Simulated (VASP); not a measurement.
Input of a VASP 6.6.1 run:

Contents of INCAR:

```
ALGO = Normal ; EDIFF = 1E-6
ENCUT = 500 ; GGA = PE
GGA_COMPAT = F ; ISIF = 2
ISMEAR = 0 ; LASPH = T
LCHARG = F ; LREAL = F
LWAVE = F ; NBANDS = 42
NELM = 120 ; PREC = Accurate
SIGMA = 0.2
```

File KPOINTS:

```
k-points
0
Gamma
  3 3 4
```

File POSCAR:

```
NbTe2Mo3
1.0
    5.4275141753      0.0000000000      0.0000000000
   -2.7137570877      4.7003651552      0.0000000000
    0.0000000000      0.0000000000      4.5818850597
Nb Te Mo
1 2 3
Direct
    0.0000000000      0.0000000000      0.0000000000
    0.3333333333      0.6666666667      0.0000000000
    0.6666666667      0.3333333333      0.0000000000
    0.5000000000      0.0000000000      0.5000000000
    0.5000000000      0.5000000000      0.5000000000
    0.0000000000      0.5000000000      0.5000000000
```

Potentials or basis: VASP PAW PBE potentials, release 64 (Nb_sv, Te, Mo_sv).

Launch:

```console
$ cat potpaw_PBE.64/Nb_sv/POTCAR potpaw_PBE.64/Te/POTCAR potpaw_PBE.64/Mo_sv/POTCAR > POTCAR
$ mpirun -np 1 vasp_std > vasp.out
```

(1) Predict the band gap on the k mesh.

(2) Estimate the pressure.

## Answers

(1) zero (an odd number of electrons rules out a gap without spin polarisation).

(2) 0.1 GPa.

Caveat: the k points lie up to 0.45 Å⁻¹ apart, too coarse for converged energies and pressures of a metal; spin-orbit coupling is left out, which moves the levels of the heavy elements.
